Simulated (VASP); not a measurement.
Write the native input for VASP 6.6.1 that does the following.

| Quantity | Value |
| --- | --- |
| Task | single point |
| Functional | PBE |
| Potentials or basis | VASP PAW PBE potentials, release 64 (Zn) |
| Cutoff | 520 eV |
| k mesh | 20 × 20 × 10 |
| Occupations | methfessel-paxton, width 0.05 eV |
| Spin | no spin polarisation |
| Dipole correction | no |
| Further INCAR settings | ALGO = Normal; EDIFF = 1e-06; NBANDS = 19 |

The structure of Zn lies in POSCAR:

```
Zn
1.0
    2.6472419061      0.0000000000      0.0000000000
   -1.3236209530      2.2925787406      0.0000000000
    0.0000000000      0.0000000000      4.9119898382
Zn
2
Direct
    0.3333333333      0.6666666667      0.2500000000
    0.6666666667      0.3333333333      0.7500000000
```

These files were run (other wordings do the same):

INCAR

```
SYSTEM = Zn
PREC = Accurate
ENCUT = 520
EDIFF = 1E-6
ISMEAR = 1
SIGMA = 0.05
LREAL = .False.
LASPH = .True.
NELM = 60
ALGO = Normal
ISIF = 2
LWAVE = .False.
LCHARG = .False.
GGA = PE
NBANDS = 19
```

KPOINTS

```
regular mesh
0
Gamma
  20 20 10
  0 0 0
```

Potentials or basis: VASP PAW PBE potentials, release 64 (Zn).

Command:

```bash
$ cat potpaw_PBE.64/Zn/POTCAR > POTCAR
$ mpirun -np 1 vasp_std > vasp.out
```

It gave:

- Pressure: 1.6 GPa
- Band gap on the k mesh: zero (band 12 reaches 4.56 eV, above the bottom of band 13 at 0.24 eV)

Wall time 95 s on 1 thread of Intel(R) Xeon(R) Platinum 8259CL CPU @ 2.50GHz (Skylake/Cascade Lake) (shared host), peak memory 0.24 GiB.
